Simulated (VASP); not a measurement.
# Si22GeC24 (a cell with a defect) in VASP: a series of runs

The runs below take Si22GeC24 (a cell with a defect) through single point, with PBE.

Program: VASP 6.6.1. These are calculated values, not measurements. Logs are shortened: lines on timing, memory, paths and dates and some standing lists are left out, and cuts for length are marked.

## 1. The cell of the first run

The cell holds a defect, 47 atoms: a = 6.162 Å, b = 5.336 Å, c = 15.125 Å, α = 90.00°, β = 90.00°, γ = 90.00°.

## 2. Single point, PBE

INCAR

```
SYSTEM = Si22GeC24
PREC = Accurate ; ENCUT = 520
EDIFF = 1E-6 ; ISMEAR = 0
SIGMA = 0.02 ; LREAL = Auto
LASPH = .TRUE. ; NELM = 60
ALGO = Normal ; ISIF = 2
LWAVE = .FALSE. ; LCHARG = .TRUE.
GGA = PE ; LELF = .TRUE.
LVHAR = .TRUE. ; NBANDS = 128
NELECT = 196.0
```

KPOINTS

```
Automatic mesh
0
G
  2 2 1
  0 0 0
```

POSCAR

```
Si22GeC24
1.0
   -3.0810000000     -5.3364490000      0.0000000000
    4.6215000000     -2.6682240000      0.0000000000
    0.0000000000      0.0000000000     15.1248000000
Si C Ge
22 24 1
Direct
    0.7501899504      0.5041456750     -0.0013012403
    0.7488911245      0.4961827447      0.5018356606
    0.4986478107      0.3433198972      0.1645873664
    0.5004374524      0.6626066842      0.6684514175
    0.4957828250      0.6602362618      0.3307835476
    0.5010733370      0.3306973821      0.8331880091
    0.5001528566      0.0048949370     -0.0012144293
    0.4929617630     -0.0059400212      0.5038160505
    0.2507770601      0.8401798382      0.1636059981
    0.2503775652      0.1644070710      0.6699347429
    0.2547230684      0.1822760519      0.3243062388
    0.2501092402      0.8302184505      0.8333701603
    0.2505266714      0.5059804554     -0.0014669285
    0.2510091453      0.4952903120      0.5038772083
    0.0020699404      0.3413468541      0.1635296334
   -0.0003151727      0.6626759608      0.6679978578
   -0.0008321439      0.3307138731      0.8331447689
    0.0002849268      0.0036857859     -0.0011438829
    0.0072327163     -0.0034982151      0.5045330847
    0.7483102850      0.8362114006      0.1661682138
    0.7497524737      0.1621389963      0.6665047472
    0.7501135414      0.8314546838      0.8326884322
    0.5006922386      0.3382959617      0.0395012165
    0.4997524476      0.6620870477      0.5442750317
    0.4977355237      0.6727571456      0.2073567254
    0.5015381633      0.3309992602      0.7090833598
    0.7411593607      0.5321250655      0.3797857823
    0.7502112863      0.5001055876      0.8742676928
    0.2508474181      0.8379856963      0.0401375886
    0.2507928624      0.1664240634      0.5470597958
    0.2503292384      0.1742982546      0.2036342299
    0.2500082826      0.8305185586      0.7091932455
    0.4351304837     -0.0298459330      0.3824937189
    0.5004379206     -0.0009344946      0.8742690151
    0.0000121683      0.3371778623      0.0387129086
    0.0001988865      0.6620181260      0.5431952158
    0.0011755104      0.6728715238      0.2022506744
   -0.0013638416      0.3308354439      0.7087630911
    0.2552923298      0.4925188073      0.3783283085
    0.2501377807      0.4982117283      0.8740974426
    0.7496028610      0.8383095131      0.0402409949
    0.7495831952      0.1598244779      0.5386475854
    0.7502765013      0.1748903820      0.1931873479
    0.7502443385      0.8314239547      0.7084113509
    0.0663961040     -0.0183723041      0.3835765762
   -0.0000765426     -0.0011976259      0.8742346345
    0.9976086479     -0.3392198974      0.3299998678
```

Potentials or basis: VASP PAW PBE potentials, release 64 (Si, C, Ge_d).

On the command line:

```console
$ cat potpaw_PBE.64/Si/POTCAR potpaw_PBE.64/C/POTCAR potpaw_PBE.64/Ge_d/POTCAR > POTCAR
$ mpirun -np 1 vasp_std > vasp.out
```

OUTCAR:

```text
SYSTEM = Si22GeC24
   PREC = Accurate
   ENCUT = 520
   EDIFF = 1E-6
   ISMEAR = 0
   LREAL = Auto
   LASPH = .TRUE.
   NELM = 60
   ISIF = 2
   GGA = PE
   NELECT = 196.0

 ion  position               nearest neighbor table
   1  0.750  0.504  0.999-  23 1.88  35 1.88  28 1.88  41 1.89  22 3.06  15 3.06   3 3.07   7 3.08
                             6 3.08  13 3.08  17 3.08  18 3.08  13 3.08  18 3.08   7 3.08  20 3.09
   2  0.749  0.496  0.502-  27 1.86  42 1.88  24 1.88  36 1.89  21 3.06  14 3.07   4 3.08  16 3.08
                             8 3.09  14 3.09  19 3.11  19 3.11   8 3.11   5 3.15
   3  0.499  0.343  0.165-  43 1.84  31 1.87  25 1.87  23 1.89  11 2.97   5 3.03  20 3.05   9 3.06
                            15 3.06  13 3.07   1 3.07   9 3.09   7 3.09  15 3.10  20 3.11
   4  0.500  0.663  0.668-  26 1.87  24 1.88  44 1.88  32 1.89   8 3.05   6 3.06  22 3.06  14 3.06
                            12 3.07  10 3.07  16 3.08  21 3.08   2 3.08  21 3.08  16 3.09  10 3.09
   5  0.496  0.660  0.331-  27 1.82  33 1.87  25 1.87  39 1.87  11 2.95   3 3.03  20 3.08   9 3.10
                             2 3.15  14 3.15
   6  0.501  0.331  0.833-  34 1.88  26 1.88  28 1.89  40 1.89  10 3.04   7 3.05   4 3.06  17 3.07
                            22 3.07   1 3.08  22 3.08  12 3.08  13 3.08  21 3.08  12 3.09  17 3.09
   7  0.500  0.005  0.999-  29 1.88  23 1.88  41 1.88  34 1.88   6 3.05   9 3.06  13 3.07   1 3.08
                            18 3.08  18 3.08  12 3.08   1 3.08  13 3.08  22 3.09   3 3.09  20 3.09
   8  0.493  0.994  0.504-  30 1.87  33 1.87  24 1.87  42 1.89  19 2.99  14 3.05   4 3.05  21 3.06
                            10 3.06  14 3.06   2 3.09   2 3.11
   9  0.251  0.840  0.164-  29 1.87  37 1.87  31 1.88  25 1.88  11 3.04   7 3.06  18 3.06   3 3.06
                            20 3.07  13 3.07  15 3.07  15 3.08   3 3.09  20 3.10   5 3.10
  10  0.250  0.164  0.670-  30 1.86  32 1.88  26 1.88  38 1.88   6 3.04  17 3.05  12 3.05  19 3.05
                             8 3.06  14 3.07   4 3.07  16 3.08  21 3.08  21 3.09   4 3.09  16 3.09
  11  0.255  0.182  0.324-  33 1.81  45 1.82  31 1.83  39 1.85   5 2.95   3 2.97  47 3.01  15 3.01
                             9 3.04
  12  0.250  0.830  0.833-  40 1.88  32 1.88  46 1.89  34 1.89  13 3.04  10 3.05   4 3.07  16 3.07
                            18 3.08  22 3.08  22 3.08  17 3.08   6 3.08   7 3.08   6 3.09  17 3.09
  13  0.251  0.506  0.999-  29 1.88  40 1.88  23 1.89  35 1.89  12 3.04  15 3.06   3 3.07   9 3.07
                            18 3.07   7 3.07   1 3.08   1 3.08   6 3.08   7 3.08  17 3.09  18 3.09
  14  0.251  0.495  0.504-  30 1.87  24 1.87  36 1.88  39 1.90   8 3.05  19 3.06   4 3.06  16 3.06
                             8 3.06  19 3.07   2 3.07  10 3.07   2 3.09   5 3.15
  15  0.002  0.341  0.164-  43 1.84  37 1.86  31 1.87  35 1.89  11 3.01  13 3.06   3 3.06   1 3.06
                            20 3.07   9 3.07  18 3.07   9 3.08   3 3.10  20 3.12
  16  1.000  0.663  0.668-  38 1.88  44 1.88  36 1.89  32 1.89  19 3.05  14 3.06  17 3.06  22 3.06
                            12 3.07  10 3.08   4 3.08  21 3.08   2 3.08  21 3.08   4 3.09  10 3.09
  17  0.999  0.331  0.833-  46 1.88  38 1.88  28 1.89  40 1.89  10 3.05  18 3.05  16 3.06   6 3.07
                            22 3.07   1 3.08  22 3.08  12 3.08  21 3.09  12 3.09  13 3.09   6 3.09
  18  0.000  0.004  0.999-  35 1.88  46 1.89  29 1.89  41 1.89  17 3.05   9 3.06  13 3.07  15 3.07
                             1 3.08   7 3.08  12 3.08   7 3.08   1 3.08  22 3.09  13 3.09  20 3.10
  19  0.007  0.997  0.505-  45 1.87  30 1.87  36 1.88  42 1.88   8 2.99  16 3.05  21 3.05  10 3.05
                            14 3.06  14 3.07   2 3.11   2 3.11
  20  0.748  0.836  0.166-  43 1.85  37 1.87  25 1.88  41 1.90   3 3.05   9 3.07  15 3.07   5 3.08
                             1 3.09   7 3.09   9 3.10  18 3.10   3 3.11  15 3.12
  21  0.750  0.162  0.667-  44 1.88  26 1.89  38 1.89  42 1.93  19 3.05   8 3.06   2 3.06  22 3.07
                             4 3.08  10 3.08  16 3.08   4 3.08  16 3.08   6 3.08  10 3.09  17 3.09
  22  0.750  0.831  0.833-  28 1.88  44 1.88  46 1.89  34 1.89   4 3.06   1 3.06  16 3.06  21 3.07
                             6 3.07  17 3.07  12 3.08  12 3.08  17 3.08   6 3.08  18 3.09   7 3.09
  23  0.501  0.338  0.040-   1 1.88   7 1.88  13 1.89   3 1.89
  24  0.500  0.662  0.544-   8 1.87  14 1.87   4 1.88   2 1.88
  25  0.498  0.673  0.207-   5 1.87   3 1.87  20 1.88   9 1.88
  26  0.502  0.331  0.709-   4 1.87   6 1.88  10 1.88  21 1.89
  27  0.741  0.532  0.380-   5 1.82   2 1.86  47 1.88
  28  0.750  0.500  0.874-  22 1.88   1 1.88  17 1.89   6 1.89
  29  0.251  0.838  0.040-   9 1.87  13 1.88   7 1.88  18 1.89
  30  0.251  0.166  0.547-  10 1.86  19 1.87   8 1.87  14 1.87
  31  0.250  0.174  0.204-  11 1.83  15 1.87   3 1.87   9 1.88
  32  0.250  0.831  0.709-  10 1.88  12 1.88   4 1.89  16 1.89
  33  0.435  0.970  0.382-  11 1.81   5 1.87   8 1.87
  34  0.500  0.999  0.874-   6 1.88   7 1.88  22 1.89  12 1.89
  35  0.000  0.337  0.039-   1 1.88  18 1.88  13 1.89  15 1.89
  36  0.000  0.662  0.543-  19 1.88  14 1.88  16 1.89   2 1.89
  37  0.001  0.673  0.202-  15 1.86  20 1.87   9 1.87  47 1.93
  38  0.999  0.331  0.709-  16 1.88  17 1.88  10 1.88  21 1.89
  39  0.255  0.493  0.378-  11 1.85   5 1.87  14 1.90  47 1.97
  40  0.250  0.498  0.874-  12 1.88  13 1.88   6 1.89  17 1.89
  41  0.750  0.838  0.040-   7 1.88  18 1.89   1 1.89  20 1.90
  42  0.750  0.160  0.539-   2 1.88  19 1.88   8 1.89  21 1.93
  43  0.750  0.175  0.193-  15 1.84   3 1.84  20 1.85
  44  0.750  0.831  0.708-  21 1.88  22 1.88   4 1.88  16 1.88
  45  0.066  0.982  0.384-  11 1.82  19 1.87  47 1.94
  46  1.000  0.999  0.874-  17 1.88  18 1.89  22 1.89  12 1.89
  47  0.998  0.661  0.330-  27 1.88  37 1.93  45 1.94  39 1.97  11 3.01

  LATTYP: Found a simple orthorhombic cell.
 ALAT       =     5.3364484036
 B/A-ratio  =     1.1547006424
[... 183 lines left out ...]
  0.000000  0.500000  0.000000      1.000000
  0.500000  0.500000  0.000000      1.000000
   k-points           NKPTS =      4   k-points in BZ     NKDIM =      4   number of bands    NBANDS=    128
   number of dos      NEDOS =    301   number of ions     NIONS =     47
   total plane-waves  NPLWV = 215040
   dimension x,y,z NGX =    48 NGY =   40 NGZ =  112
   dimension x,y,z NGXF=    96 NGYF=   80 NGZF=  224
   ions per type =              22  24   1
   NGX,Y,Z   is equivalent  to a cutoff of  12.95, 12.46, 12.31 a.u.
   NGXF,Y,Z  is equivalent  to a cutoff of  25.90, 24.92, 24.62 a.u.
 SYSTEM =  Si22GeC24
   PREC   = accura    normal or accurate (medium, high low for compatibility)
   ISTART =      0    job   : 0-new  1-cont  2-samecut
   ICHARG =      2    charge: 1-file 2-atom 10-const
   ISPIN  =      1    spin polarized calculation?
   LNONCOLLINEAR =      F non collinear calculations
   LSORBIT =      F    spin-orbit coupling
   LASPH  =      T    aspherical Exc in radial PAW
   ENCUT  =  520.0 eV  38.22 Ry    6.18 a.u.  11.46  9.92 28.12*2*pi/ulx,y,z
   NELM   =     60;   NELMIN=  2; NELMDL= -5     # of ELM steps
   EDIFF  = 0.1E-05   stopping-criterion for ELM
   LREAL  =      T    real-space projection
   EDIFFG = 0.1E-04   stopping-criterion for IOM
   NSW    =      0    number of steps for IOM
   IBRION =     -1    ionic relax: 0-MD 1-quasi-New 2-CG
   NFREE  =      0    steps in history (QN), initial steepest desc. (CG)
   ISIF   =      2    stress and relaxation
   ISYM   =      2    0-nonsym 1-usesym 2-fastsym
   POTIM  = 0.5000    time-step for ionic-motion
   TEBEG  =    0.0;   TEEND  =   0.0 temperature during run
   PSTRESS=    0.0 pullay stress
   NELECT =     196.0000    total number of electrons
   NUPDOWN=      -1.0000    fix difference up-down
   EMIN   =  10.00;   EMAX   =-10.00  energy-range for DOS
   EFERMI =   0.00;   METHOD = LEGACY
   ISMEAR =     0;   SIGMA  =   0.02  broadening in eV -4-tet -1-fermi 0-gaus
   EFERMI_NEDOS =   21; number of points for ismear=-14 and -15
   IALGO  =     38    algorithm
   IMIX   =      4    mixing-type and parameters
     AMIX     =   0.40;   BMIX     =  1.00
     AMIX_MAG =   1.60;   BMIX_MAG =  1.00
  volume/ion in A,a.u.               =      10.58        71.41
  Fermi-wavevector in a.u.,A,eV,Ry     =   1.200252  2.268147 19.600606  1.440604
  Thomas-Fermi vector in A             =   2.336093
   LORBIT       =      0    0 simple, 1 ext, 2 COOP (PROOUT), +10 PAW based schemes
   GGA     = PE    functional components
   LHFCALC =     F    Hartree Fock is set to
   AEXX    =    0.0000 exact exchange contribution
   IVDW    =     0    specifies the selected vdW correction
   LEPSILON=     F    determine dielectric tensor
   LRPA    =     F    only Hartree local field effects (RPA)
 non-spin polarized calculation
 Gauss-broadening in eV      SIGMA  =   0.02
  energy-cutoff  :      520.00
  volume of cell :      497.35
 maximum number of plane-waves:     13440
 NGX is ok and might be reduce to    48
   NGX = 23   NGY = 19   NGZ = 57

 number of electron     195.9999983 magnetization

 Free energy of the ion-electron system (eV)
  ---------------------------------------------------
  ext. energy  EPLUGINS =         0.00000000
  ---------------------------------------------------
  free energy    TOTEN  =      -361.41653695 eV

  energy without entropy =     -361.41599969  energy(sigma->0) =     -361.41626832

 E-fermi :   7.6134     XC(G=0): -11.1780

 val. band max:        7.5823404595   @ k =   0.0000   0.0000   0.0000
 cond. band min:       7.6481080480   @ k =   0.0000   0.5000   0.0000
 fundamental gap:      0.0657675886
 Fermi energy:         7.6133658710

 k-point     1 :       0.0000    0.0000    0.0000
  band No.  band energies     occupation
      1     -16.1737      2.00000
      2     -16.1540      2.00000
      3     -16.1285      2.00000
      4     -16.0770      2.00000
      5     -16.0709      2.00000
      6      -7.7523      2.00000
[... 441 lines left out ...]
    109      12.0763      0.00000
    110      12.6658      0.00000
 [bands above 110 left out]

------------------------ aborting loop because EDIFF is reached ----------------------------------------

  FORCE on cell =-STRESS in cart. coord.  units (eV):
  Direction    XX          YY          ZZ          XY          YZ          ZX
  --------------------------------------------------------------------------------------
  -------------------------------------------------------------------------------------
  Total       -5.5980629     -4.9566598     -1.0757390     -0.7202319      1.2092980     -2.1428830
  in kB      -18.0336933    -15.9674665     -3.4654036     -2.3201670      3.8956527     -6.9031191
  external PRESSURE =     -12.4888545 kB  Pullay stress =       0.0000000 kB

 VOLUME and BASIS-vectors are now :
 -----------------------------------------------------------------------------
  energy-cutoff  :      520.00
  volume of cell :      497.35
      direct lattice vectors                 reciprocal lattice vectors
    -3.081000000 -5.336449000  0.000000000    -0.081142475 -0.140542903  0.000000000
     4.621500000 -2.668224000  0.000000000     0.162284980 -0.093695269  0.000000000
     0.000000000  0.000000000 15.124800000     0.000000000  0.000000000  0.066116577

 POSITION                                       TOTAL-FORCE (eV/Angst)
 -----------------------------------------------------------------------------------
      0.01857     -5.34852     15.10512        -0.000074     -0.000533      0.005155
     -0.01422     -5.32035      7.59016         0.001626      0.000986     -0.012292
      0.05032     -3.57706      2.48935        -0.001198     -0.000530     -0.002690
      1.52039     -4.43854     10.11019        -0.006787     -0.001282      0.000065
      1.52378     -4.40738      5.00304        -0.004134      0.002623      0.005155
     -0.01549     -3.55633     12.60180        -0.003462      0.002234     -0.007473
[... 39 lines left out ...]
      1.53520     -8.00107     13.22262         0.002395     -0.000215     -0.002774
     -0.01984     -7.08680      4.99118         0.003412     -0.001422      0.002781
 -----------------------------------------------------------------------------------
    total drift:                                0.011997      0.012907      0.017655

  FREE ENERGIE OF THE ION-ELECTRON SYSTEM (eV)
  ---------------------------------------------------
  free  energy   TOTEN  =      -361.4165369481 eV

  energy  without entropy=     -361.4159996896  energy(sigma->0) =     -361.41626832
```

Run time: 9.6 min. Hardware: 1 thread of Intel Xeon Platinum 8259CL at 2.50GHz (Skylake/Cascade Lake), shared host; peak memory 0.57 GiB.

What came out:

| Quantity | Value |
| --- | --- |
| Free energy | -361.4165 eV |
| Largest force | 0.032 eV/Å |

Forces in eV/Å, atoms in the order of the input:
```
Si   0.000 -0.001  0.005
Si   0.002  0.001 -0.012
Si  -0.001 -0.001 -0.003
Si  -0.007 -0.001  0.000
Si  -0.004  0.003  0.005
Si  -0.003  0.002 -0.007
Si   0.003  0.002 -0.001
Si  -0.007  0.007 -0.013
Si  -0.003  0.005 -0.010
Si   0.007  0.000  0.011
Si   0.005 -0.020  0.007
Si  -0.004  0.001 -0.005
Si   0.004  0.001  0.004
Si   0.002 -0.012 -0.009
Si   0.006 -0.001  0.002
Si  -0.001  0.000  0.006
Si  -0.003  0.001 -0.005
Si   0.002 -0.003  0.002
Si  -0.003  0.000 -0.012
Si  -0.005 -0.004  0.002
Si   0.002 -0.003 -0.001
Si  -0.004  0.000 -0.006
C   -0.010  0.002 -0.005
C    0.006 -0.004  0.010
C    0.000 -0.006  0.014
C    0.003  0.001  0.011
C    0.013 -0.011 -0.014
C    0.003  0.000  0.000
C    0.002  0.007 -0.004
C   -0.001  0.007  0.002
C   -0.003 -0.003  0.007
C    0.002 -0.002  0.006
C   -0.006 -0.002 -0.004
C    0.003 -0.002 -0.003
C    0.001  0.003 -0.008
C   -0.002  0.000  0.002
C   -0.004  0.009  0.007
C   -0.001  0.000  0.013
C   -0.002 -0.005 -0.005
C    0.002  0.001 -0.001
C   -0.001 -0.005 -0.013
C   -0.001  0.008 -0.003
C    0.004  0.002 -0.006
C    0.005 -0.003  0.013
C   -0.005  0.027  0.016
C    0.002  0.000 -0.003
Ge   0.003 -0.001  0.003
```

Caveat: the k points lie up to 0.59 Å⁻¹ apart; the cell carries a net charge on a neutralising background, which shifts energy and pressure; the cell is charged against a uniform background, so pressure and absolute levels hang on convention.

[end of part 1 of 2]
